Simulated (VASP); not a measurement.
# Hf (I4_1/amd) in VASP: a series of runs

The runs below take Hf through single point, with PBE.

Everything below comes from runs of VASP 6.6.1. Logs are shortened: lines on timing, memory, paths and dates and some standing lists are left out, and cuts for length are marked.

### 1 The cell of the first run

Symmetry: I4_1/amd, No. 141, tetragonal system. Conventional cell: a = 4.247 Å, b = 4.247 Å, c = 2.327 Å, α = 90.00°, β = 90.00°, γ = 90.00°. Hf (site symmetry -4m2) has 10 Hf at 2.20 to 2.75 Å within 2.9 Å.

### 2 Single point, PBE (volume scaled by 0.45)

The input, INCAR:

```
SYSTEM = Hf
PREC = Accurate
ENCUT = 520
EDIFF = 1E-6
ISMEAR = -1
SIGMA = 0.05
LREAL = .FALSE.
LASPH = .TRUE.
NELM = 100
ALGO = Normal
ISIF = 2
LWAVE = .FALSE.
LCHARG = .FALSE.
GGA = PE
NBANDS = 17
```

The input, KPOINTS:

```
regular mesh
0
G
  14 14 14
  0 0 0
```

The input, POSCAR:

```
Hf
1.0
   -2.1233267758      2.1233267758      1.1634150560
    2.1233267758     -2.1233267758      1.1634150560
    2.1233267758      2.1233267758     -1.1634150560
Hf
2
Direct
   -0.3750000000     -0.1250000000     -0.2500000000
    0.3750000000      0.1250000000      0.2500000000
```

Potentials or basis: VASP PAW PBE potentials, release 64 (Hf_pv).

On the command line:

```sh
$ cat potpaw_PBE.64/Hf_pv/POTCAR > POTCAR
$ mpirun -np 1 vasp_std > vasp.out
```

OUTCAR:

```text
SYSTEM = Hf
   PREC = Accurate
   ENCUT = 520
   EDIFF = 1E-6
   ISMEAR = -1
   LREAL = .FALSE.
   LASPH = .TRUE.
   NELM = 100
   ISIF = 2
   GGA = PE

 ion  position               nearest neighbor table
   1  0.625  0.875  0.750-   2 2.20   2 2.20   2 2.20   2 2.20   2 2.75   2 2.75   2 2.75   2 2.75
                             2 3.60   2 3.60
   2  0.375  0.125  0.250-   1 2.20   1 2.20   1 2.20   1 2.20   1 2.75   1 2.75   1 2.75   1 2.75
                             1 3.60   1 3.60

  LATTYP: Found a body centered tetragonal cell.
 ALAT       =     4.2466535516
 C/A-ratio  =     0.5479208708

  Lattice vectors:

 A1 = (  -2.1233267758,   2.1233267758,   1.1634150560)
 A2 = (   2.1233267758,  -2.1233267758,   1.1634150560)
 A3 = (   2.1233267758,   2.1233267758,  -1.1634150560)

Analysis of symmetry for initial positions (statically):
=====================================================================
 Subroutine PRICEL returns:
 Original cell was already a primitive cell.

 Routine SETGRP: Setting up the symmetry group for a
 body centered tetragonal supercell.

 Subroutine GETGRP returns: Found 16 space group operations
 (whereof  4 operations were pure point group operations)
 out of a pool of 16 trial point group operations.

The static configuration has the point symmetry C_2h.
 The point group associated with its full space group is D_4h.

Analysis of symmetry for dynamics (positions and initial velocities):
=====================================================================
 Subroutine PRICEL returns:
 Original cell was already a primitive cell.

 Routine SETGRP: Setting up the symmetry group for a
 body centered tetragonal supercell.

 Subroutine GETGRP returns: Found 16 space group operations
 (whereof  4 operations were pure point group operations)
 out of a pool of 16 trial point group operations.

The dynamic configuration has the point symmetry C_2h.
 The point group associated with its full space group is D_4h.

 Subroutine INISYM returns: Found 16 space group operations
 (whereof  4 operations are pure point group operations),
 and found     1 'primitive' translations

----------------------------------------------------------------------------------------

                                     Primitive cell

  volume of cell :      20.9811

  direct lattice vectors                    reciprocal lattice vectors
    -2.123326776  2.123326776  1.163415056     0.000000000  0.235479534  0.429769236
     2.123326776 -2.123326776  1.163415056     0.235479534  0.000000000  0.429769236
     2.123326776  2.123326776 -1.163415056     0.235479534  0.235479534  0.000000000

  length of vectors
     3.220336595  3.220336595  3.220336595     0.490053270  0.490053270  0.333018351

  position of ions in fractional coordinates (direct lattice)
     0.625000000  0.875000000  0.750000000
     0.375000000  0.125000000  0.250000000

  ion indices of the primitive-cell ions
   primitive index   ion index
                 1           1
                 2           2

----------------------------------------------------------------------------------------

 KPOINTS: regular mesh

Automatic generation of k-mesh.
 Grid dimensions read from file:
 generate k-points for:   14   14   14

 Generating k-lattice:

  Cartesian coordinates                     Fractional coordinates (reciprocal lattice)
     0.000000000  0.016819967  0.030697803     0.071428571  0.000000000  0.000000000
     0.016819967  0.000000000  0.030697803     0.000000000  0.071428571  0.000000000
     0.016819967  0.016819967  0.000000000     0.000000000  0.000000000  0.071428571

  Length of vectors
     0.035003805  0.035003805  0.023787025

  Shift w.r.t. Gamma in fractional coordinates (k-lattice)
     0.000000000  0.000000000  0.000000000

 Subroutine IBZKPT returns following result:
 ===========================================

 Found    244 irreducible k-points:

 Following reciprocal coordinates:
            Coordinates               Weight
  0.000000  0.000000  0.000000      1.000000
  0.071429  0.000000 -0.000000      8.000000
  0.142857  0.000000  0.000000      8.000000
  0.214286  0.000000 -0.000000      8.000000
  0.285714  0.000000 -0.000000      8.000000
  0.357143  0.000000  0.000000      8.000000
[... 16 lines left out ...]
  0.214286  0.142857  0.000000     16.000000
  0.285714  0.142857  0.000000     16.000000
 [... further k-points ...]
   k-points           NKPTS =    244   k-points in BZ     NKDIM =    244   number of bands    NBANDS=     17
   number of dos      NEDOS =    301   number of ions     NIONS =      2
   total plane-waves  NPLWV =  13824
   dimension x,y,z NGX =    24 NGY =   24 NGZ =   24
   dimension x,y,z NGXF=    48 NGYF=   48 NGZF=   48
   ions per type =               2
   NGX,Y,Z   is equivalent  to a cutoff of  12.39, 12.39, 12.39 a.u.
   NGXF,Y,Z  is equivalent  to a cutoff of  24.78, 24.78, 24.78 a.u.
 SYSTEM =  Hf
   PREC   = accura    normal or accurate (medium, high low for compatibility)
   ISTART =      0    job   : 0-new  1-cont  2-samecut
   ICHARG =      2    charge: 1-file 2-atom 10-const
   ISPIN  =      1    spin polarized calculation?
   LNONCOLLINEAR =      F non collinear calculations
   LSORBIT =      F    spin-orbit coupling
   LASPH  =      T    aspherical Exc in radial PAW
   ENCUT  =  520.0 eV  38.22 Ry    6.18 a.u.   5.99  5.99  5.99*2*pi/ulx,y,z
   NELM   =    100;   NELMIN=  2; NELMDL= -5     # of ELM steps
   EDIFF  = 0.1E-05   stopping-criterion for ELM
   LREAL  =      F    real-space projection
   EDIFFG = 0.1E-04   stopping-criterion for IOM
   NSW    =      0    number of steps for IOM
   IBRION =     -1    ionic relax: 0-MD 1-quasi-New 2-CG
   NFREE  =      0    steps in history (QN), initial steepest desc. (CG)
   ISIF   =      2    stress and relaxation
   ISYM   =      2    0-nonsym 1-usesym 2-fastsym
   POTIM  = 0.5000    time-step for ionic-motion
   TEBEG  =    0.0;   TEEND  =   0.0 temperature during run
   PSTRESS=    0.0 pullay stress
   NELECT =      20.0000    total number of electrons
   NUPDOWN=      -1.0000    fix difference up-down
   EMIN   =  10.00;   EMAX   =-10.00  energy-range for DOS
   EFERMI =   0.00;   METHOD = LEGACY
   ISMEAR =    -1;   SIGMA  =   0.05  broadening in eV -4-tet -1-fermi 0-gaus
   EFERMI_NEDOS =   21; number of points for ismear=-14 and -15
   IALGO  =     38    algorithm
   IMIX   =      4    mixing-type and parameters
     AMIX     =   0.40;   BMIX     =  1.00
     AMIX_MAG =   1.60;   BMIX_MAG =  1.00
  volume/ion in A,a.u.               =      10.49        70.79
  Fermi-wavevector in a.u.,A,eV,Ry     =   1.611173  3.044675 35.319050  2.595877
  Thomas-Fermi vector in A             =   2.706605
   LORBIT       =      0    0 simple, 1 ext, 2 COOP (PROOUT), +10 PAW based schemes
   GGA     = PE    functional components
   LHFCALC =     F    Hartree Fock is set to
   AEXX    =    0.0000 exact exchange contribution
   IVDW    =     0    specifies the selected vdW correction
   LEPSILON=     F    determine dielectric tensor
   LRPA    =     F    only Hartree local field effects (RPA)
 non-spin polarized calculation
  energy-cutoff  :      520.00
  volume of cell :       20.98
 maximum number of plane-waves:       580
   NGX = 11   NGY = 11   NGZ = 11

 number of electron      19.9999997 magnetization

 Free energy of the ion-electron system (eV)
  ---------------------------------------------------
  ext. energy  EPLUGINS =         0.00000000
  ---------------------------------------------------
  free energy    TOTEN  =        -5.79422716 eV

  energy without entropy =       -5.78433816  energy(sigma->0) =       -5.78928266

 E-fermi :  11.1597     XC(G=0): -15.2319

 val. band max:       11.1541161230   @ k =   0.5000   0.0714   0.0000
 cond. band min:      11.1776417051   @ k =   0.3571   0.0000   0.0000
 fundamental gap:      0.0235255821
 Fermi energy:        11.1597091562

 k-point     1 :       0.0000    0.0000    0.0000
  band No.  band energies     occupation
      1     -22.1290      2.00000
      2     -22.1290      2.00000
      3     -16.1864      2.00000
      4     -16.1020      2.00000
      5     -15.9742      2.00000
      6     -15.9742      2.00000
[... 9 lines left out ...]
     16      25.7463      0.00000
     17      26.0907      0.00000

 k-point     2 :       0.0714    0.0000   -0.0000
  band No.  band energies     occupation
      1     -22.1076      2.00000
      2     -22.0175      2.00000
      3     -16.5904      2.00000
      4     -16.4775      2.00000
      5     -16.0063      2.00000
      6     -15.9615      2.00000
[... 9 lines left out ...]
     16      25.7431      0.00000
     17      26.0823      0.00000

 k-point     3 :       0.1429    0.0000    0.0000
  band No.  band energies     occupation
      1     -22.0453      2.00000
      2     -21.7070      2.00000
      3     -17.6094      2.00000
      4     -17.3354      2.00000
      5     -16.2364      2.00000
      6     -15.9288      2.00000
[... 9 lines left out ...]
     16      25.5027      0.00000
     17      25.9007      0.00000

 k-point     4 :       0.2143    0.0000   -0.0000
  band No.  band energies     occupation
      1     -21.9484      2.00000
      2     -21.2934      2.00000
      3     -18.9205      2.00000
      4     -18.3349      2.00000
      5     -16.5974      2.00000
      6     -15.8895      2.00000
[... 9 lines left out ...]
     16      24.3734      0.00000
     17      25.7889      0.00000

 k-point     5 :       0.2857    0.0000   -0.0000
  band No.  band energies     occupation
      1     -21.8305      2.00000
      2     -21.1123      2.00000
      3     -20.0799      2.00000
      4     -19.1093      2.00000
      5     -16.9965      2.00000
      6     -15.8591      2.00000
[... 9 lines left out ...]
     16      22.6660      0.00000
     17      25.8797      0.00000

 k-point     6 :       0.3571    0.0000    0.0000
  band No.  band energies     occupation
      1     -21.7140      2.00000
      2     -21.6983      2.00000
      3     -20.7636      2.00000
      4     -19.1542      2.00000
      5     -17.3681      2.00000
      6     -15.8457      2.00000
[... 9 lines left out ...]
     16      22.0580      0.00000
     17      26.0622      0.00000

 k-point     7 :       0.4286    0.0000   -0.0000
  band No.  band energies     occupation
      1     -22.3245      2.00000
      2     -21.6269      2.00000
      3     -21.2268      2.00000
      4     -18.8105      2.00000
      5     -17.6694      2.00000
      6     -15.8454      2.00000
[... 9 lines left out ...]
     16      24.7452      0.00000
     17      25.8453      0.00000

 k-point     8 :       0.5000    0.0000    0.0000
  band No.  band energies     occupation
      1     -22.5546      2.00000
      2     -21.5944      2.00000
      3     -21.3977      2.00000
      4     -18.6179      2.00000
      5     -17.8131      2.00000
      6     -15.8473      2.00000
[... 9 lines left out ...]
     16      23.3886      0.00000
     17      25.8157      0.00000
[... 203 lines left out ...]
      1     -22.0784      2.00000
      2     -21.4163      2.00000
      3     -17.9188      2.00000
      4     -17.3321      2.00000
      5     -16.4957      2.00000
      6     -15.9391      2.00000
[... 9 lines left out ...]
     16      24.4471      0.00000
     17      25.5364      0.00000

 k-point    20 :      -0.1429    0.0714   -0.0000
  band No.  band energies     occupation
      1     -22.1055      2.00000
      2     -21.8378      2.00000
      3     -16.9160      2.00000
      4     -16.5054      2.00000
      5     -16.1665      2.00000
      6     -15.9001      2.00000
[... 9 lines left out ...]
     16      25.0184      0.00000
     17      25.4583      0.00000

 k-point    21 :      -0.0714    0.0714    0.0000
  band No.  band energies     occupation
      1     -22.0887      2.00000
      2     -22.0773      2.00000
      3     -16.4210      2.00000
      4     -16.1143      2.00000
      5     -16.0978      2.00000
      6     -15.8455      2.00000
[... 9 lines left out ...]
     16      25.7448      0.00000
     17      26.2003      0.00000

 k-point    22 :       0.1429    0.1429    0.0000
  band No.  band energies     occupation
      1     -21.5808      2.00000
      2     -21.4515      2.00000
      3     -19.8518      2.00000
      4     -19.4584      2.00000
      5     -16.2809      2.00000
      6     -16.1510      2.00000
[... 9 lines left out ...]
     16      23.9687      0.00000
     17      25.7558      0.00000

 k-point    23 :       0.2143    0.1429    0.0000
  band No.  band energies     occupation
      1     -21.8728      2.00000
      2     -21.2936      2.00000
      3     -20.4656      2.00000
      4     -20.1035      2.00000
      5     -16.4903      2.00000
      6     -16.1354      2.00000
[... 9 lines left out ...]
     16      22.4590      0.00000
     17      25.9314      0.00000

 k-point    24 :       0.2857    0.1429    0.0000
  band No.  band energies     occupation
      1     -22.4050      2.00000
      2     -21.3397      2.00000
      3     -20.9362      2.00000
      4     -19.8840      2.00000
      5     -16.7496      2.00000
      6     -16.0755      2.00000
[... 9 lines left out ...]
     16      25.1153      0.00000
     17      25.7772      0.00000

 [... further k-points ...]
[... 5 lines left out ...]
  --------------------------------------------------------------------------------------
  -------------------------------------------------------------------------------------
  Total       41.3992607     41.3992607     41.7154396     -0.0000000      0.0000000      0.0000000
  in kB     3161.3663312   3161.3663312   3185.5106615     -0.0000000      0.0000000      0.0000000
  external PRESSURE =    3169.4144413 kB  Pullay stress =       0.0000000 kB

 VOLUME and BASIS-vectors are now :
 -----------------------------------------------------------------------------
  energy-cutoff  :      520.00
  volume of cell :       20.98
      direct lattice vectors                 reciprocal lattice vectors
    -2.123326776  2.123326776  1.163415056     0.000000000  0.235479534  0.429769236
     2.123326776 -2.123326776  1.163415056     0.235479534  0.000000000  0.429769236
     2.123326776  2.123326776 -1.163415056     0.235479534  0.235479534  0.000000000

 POSITION                                       TOTAL-FORCE (eV/Angst)
 -----------------------------------------------------------------------------------
      2.12333      1.06166      0.87256        -0.000000     -0.000000      0.000000
      0.00000      1.06166      0.29085         0.000000      0.000000     -0.000000
 -----------------------------------------------------------------------------------
    total drift:                               -0.000000      0.000000      0.000000

  FREE ENERGIE OF THE ION-ELECTRON SYSTEM (eV)
  ---------------------------------------------------
  free  energy   TOTEN  =        -5.7942271585 eV

  energy  without entropy=       -5.7843381597  energy(sigma->0) =       -5.78928266
```

Wall time 20 s (1 thread of Intel Xeon 6975P-C (Granite Rapids), shared host); peak memory 0.19 GiB.

Results:

* Free energy: -5.7942 eV
* Pressure: 316.9 GPa
* Band gap on the k mesh: zero (band 10 reaches 12.70 eV, above the bottom of band 11 at 8.87 eV)

Caveat: the cell differs from its parent crystal (volume scaled by 0.45); spin-orbit coupling is left out, which moves the levels of the heavy elements.

### 3 Single point, PBE

This run uses another cell than the first one, of 12.82 Å³/atom, 1.222 times its volume.

The input, INCAR:

```
PREC = Accurate
ENCUT = 520
EDIFF = 1E-7
ISMEAR = -1
SIGMA = 0.05
LREAL = F
LASPH = T
NELM = 80
ALGO = Normal
ISIF = 2
LWAVE = F
LCHARG = F
GGA = PE
NBANDS = 17
```

The input, KPOINTS:

```
regular mesh
0
Gamma
  14 14 14
```

The input, POSCAR:

```
Hf
1.0
   -2.2677581040      2.2677581040      1.2465941171
    2.2677581040     -2.2677581040      1.2465941171
    2.2677581040      2.2677581040     -1.2465941171
Hf
2
Direct
   -0.3750000000     -0.1250000000     -0.2500000000
    0.3750000000      0.1250000000      0.2500000000
```

Potentials or basis: VASP PAW PBE potentials, release 64 (Hf_pv).

On the command line:

```sh
$ cat potpaw_PBE.64/Hf_pv/POTCAR > POTCAR
$ mpirun -np 1 vasp_std > vasp.out
```

Run time: 44 s. Hardware: 1 thread of Intel Xeon 6975P-C (Granite Rapids), shared host; peak memory 0.22 GiB.

Results (log left out):

- Free energy: -12.3531 eV
- Pressure: 155.5 GPa
- Band gap on the k mesh: zero (band 10 reaches 10.00 eV, above the bottom of band 11 at 7.38 eV)

Stress tensor (GPa, compression positive):
```
155.01   0.00   0.00
  0.00 155.01   0.00
  0.00   0.00 156.37
```

Levels at points of the mesh, in eV from the Fermi level:
| k point | band 6 | band 7 | band 8 | band 9 | band 10 | band 11 | band 12 | band 13 | band 14 | band 15 |
| --- | --- | --- | --- | --- | --- | --- | --- | --- | --- | --- |
| (0.00, 0.00, 0.00) | -27.76 | -7.75 | -6.93 | -2.64 | -1.94 | -0.51 | 5.05 | 5.05 | 5.61 | 5.61 |
| (0.50, 0.00, 0.00) | -27.61 | -5.14 | -4.71 | -2.27 | -0.03 | 1.85 | 3.43 | 4.30 | 5.25 | 9.52 |
| (0.50, 0.50, 0.00) | -27.67 | -3.86 | -3.86 | -1.30 | -1.30 | 2.32 | 2.32 | 4.51 | 4.51 | 8.33 |
| (0.50, 0.50, 0.50) | -27.17 | -3.82 | -3.82 | -0.03 | -0.03 | 2.74 | 2.74 | 4.88 | 4.88 | 7.38 |

Caveat: spin-orbit coupling is left out, which moves the levels of the heavy elements.

(Part 1 of 2 ends here.)
